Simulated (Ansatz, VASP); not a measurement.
**CrMo3 in VASP and in Ansatz**

```xyz
4
Lattice="3.9374 0.0000 0.0000 0.0000 3.9374 0.0000 0.0000 0.0000 3.9374" Properties=species:S:1:pos:R:3 pbc="T T T"
Cr    0.0000    0.0000    0.0000
Mo    0.0000    1.9687    1.9687
Mo    1.9687    0.0000    1.9687
Mo    1.9687    1.9687    0.0000
```

Alike in both runs: functional PBE; k mesh 4 × 4 × 4; occupations gaussian, width 0.1 eV; collinear spin.

Ansatz relaxed the structure, and its values are those at the end. VASP's run is a single point on that final structure, the one shown.

|  | VASP | Ansatz |
| --- | --- | --- |
| version | VASP 6.6.1 | Ansatz 0.2.0 |
| potentials or method | VASP PAW PBE potentials, release 64 (Cr_pv, Mo_sv), cutoff 520 eV | scalar-relativistic, plane waves, PAW |
| valence electrons in the cell | 54 | 56 |

|  | VASP | Ansatz | Ansatz less VASP |
| --- | --- | --- | --- |
| gap on the k mesh at the Fermi level (eV) | none | none | - |
| pressure (GPa) | -1.8 | 0.2 | +2.02 |
| net moment per atom (μB) | 0.00 | 0.53 | +0.528 |
| size of the moment on the site where the two differ most (μB) | 0.00 | 1.90 | +1.897 |

The net moments are unlike, so the other rows may belong to different states. Site moments also hang on the region over which each program counts them. A gap of «none» marks a metal or a gap that the smearing closes. VASP's potentials hold 54 valence electrons a cell and Ansatz's 56, so a difference there can come from the potentials and not from the codes. Ansatz's warnings: spin hold released.

The k mesh is coarse, so the values compare programs but aren't converged.
